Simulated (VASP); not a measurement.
Wanted: the native input for a VASP 6.6.1 run.

```yaml
Task: single point
Functional: PBE
Potentials_or_basis: VASP PAW PBE potentials, release 64 (Al, Cl)
Cutoff: 520 eV
k_mesh: 6 × 6 × 1
Occupations: gaussian, width 0.1 eV
Spin: no spin polarisation
Dipole_correction: yes
Further_INCAR_settings: ALGO = Normal; EDIFF = 1e-06; NBANDS = 34
```

The structure of Al12Cl lies in POSCAR:

```
Al12Cl
1.0
    5.7143028096      0.0000000000      0.0000000000
   -2.8571514048      4.9487313980      0.0000000000
    0.0000000000      0.0000000000     20.1016424764
Al Cl
12 1
Direct
    0.3333333333      0.1666666667      0.1989887147
    0.3333333333      0.6666666667      0.1989887147
    0.8333333333      0.1666666667      0.1989887147
    0.8333333333      0.6666666667      0.1989887147
    0.1666666667      0.3333333334      0.3134533099
    0.1666666667      0.8333333334      0.3134533099
    0.6666666667      0.3333333334      0.3134533099
    0.6666666667      0.8333333333      0.3134533099
    0.0000000000      0.0000000000      0.4279074452
    0.0000000000      0.5000000000      0.4279074452
    0.5000000000      0.0000000000      0.4279074452
    0.5000000000      0.5000000000      0.4279074452
    0.1666666667      0.0833333334      0.5353563785
```

The input as run:

INCAR

```
SYSTEM = Al12Cl
PREC = Accurate ; ENCUT = 520
EDIFF = 1E-6 ; ISMEAR = 0
SIGMA = 0.1 ; LREAL = .False.
LASPH = .True. ; NELM = 100
ALGO = Normal ; ISIF = 2
LWAVE = .False. ; LCHARG = .False.
LDIPOL = .True. ; IDIPOL = 3
DIPOL = 0.5 0.5 0.331 ; GGA = PE
NBANDS = 34
```

KPOINTS

```
Automatic mesh
0
Gamma
  6 6 1
  0 0 0
```

Potentials or basis: VASP PAW PBE potentials, release 64 (Al, Cl).

Launch:

```bash
$ cat potpaw_PBE.64/Al/POTCAR potpaw_PBE.64/Cl/POTCAR > POTCAR
$ mpirun -np 1 vasp_std > vasp.out
```

Results of the run:

```
Largest force          : 0.613 eV/Å
Band gap on the k mesh : zero (an odd number of electrons rules out a gap without spin polarisation)
```

Run time: 18 min on 1 thread of Intel Xeon 8259CL, with other jobs on the host, peak memory 0.67 GiB.
